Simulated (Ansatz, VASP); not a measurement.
## Pt: VASP beside Ansatz

```
Pt
1.0
     0.00000    1.96090    1.96090
     1.96090    0.00000    1.96090
     1.96090    1.96090    0.00000
Pt
1
Direct
  0.00000 0.00000 0.00000
```

Alike in both runs: task relaxation of cell and atoms; functional RPBE; k mesh 9 × 9 × 9; occupations fermi-dirac, width 0.05 eV; no spin polarisation.

|  | VASP | Ansatz |
| --- | --- | --- |
| version | VASP 6.6.1 | Ansatz 0.2.0 |
| potentials or method | VASP PAW PBE potentials, release 64 (Pt) | plane waves, PAW |
| plane-wave cutoff (eV) | 500 | 420 |
| valence electrons in the cell | 10 | 18 |

VASP gave:

* relaxed volume (Å³/atom): 15.86
* relaxed cell length with the largest relative difference (Å): 2.820

Q: Estimate Ansatz's values.

A: Relaxed volume (Å³/atom): 15.89; relaxed cell length with the largest relative difference (Å): 2.822.

VASP's potentials were made for PBE, not for RPBE. VASP's potentials hold 10 valence electrons a cell and Ansatz's 18, so a difference there can come from the potentials and not from the codes.

Neither program's run includes spin-orbit coupling.
